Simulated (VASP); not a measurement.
Input of a VASP 6.6.1 run:

INCAR

```
SYSTEM = Os
PREC = Accurate ; ENCUT = 520
EDIFF = 1E-6 ; ISMEAR = 0
SIGMA = 0.15 ; LREAL = .FALSE.
LASPH = .TRUE. ; NELM = 60
ALGO = Normal ; ISIF = 2
LWAVE = .FALSE. ; LCHARG = .FALSE.
GGA = PS ; NBANDS = 15
```

The input KPOINTS:

```
Automatic mesh
0
G
  18 18 12
  0 0 0
```

POSCAR

```
Os
1.0
    2.5973949767      0.0000000000      0.0000000000
   -1.2986974884      2.2494100335      0.0000000000
    0.0000000000      0.0000000000      4.3197000000
Os
2
Direct
    0.3333333333      0.6666666667      0.2500000000
    0.6666666667      0.3333333333      0.7500000000
```

Potentials or basis: VASP PAW PBE potentials, release 64 (Os).

The run is started by

```bash
$ cat potpaw_PBE.64/Os/POTCAR > POTCAR
$ mpirun -np 1 vasp_std > vasp.out
```

**Question.** Estimate the pressure.

**Answer.** 55.0 GPa.

**Question.** Estimate the band gap on the k mesh.

**Answer.** Zero (bands 8 and 9 overlap by 4.74 eV).

Stress tensor (GPa, compression positive):
```
69.04  0.00  0.00
 0.00 69.04  0.00
 0.00  0.00 26.91
```

Caveat: the cell differs from its parent crystal (strain -0.050 along x and y, +0.000 along z); the cell stands under pressure; the PAW data sets were made with another functional, which shifts forces and pressure a little; spin-orbit coupling is left out, which moves the levels of the heavy elements.
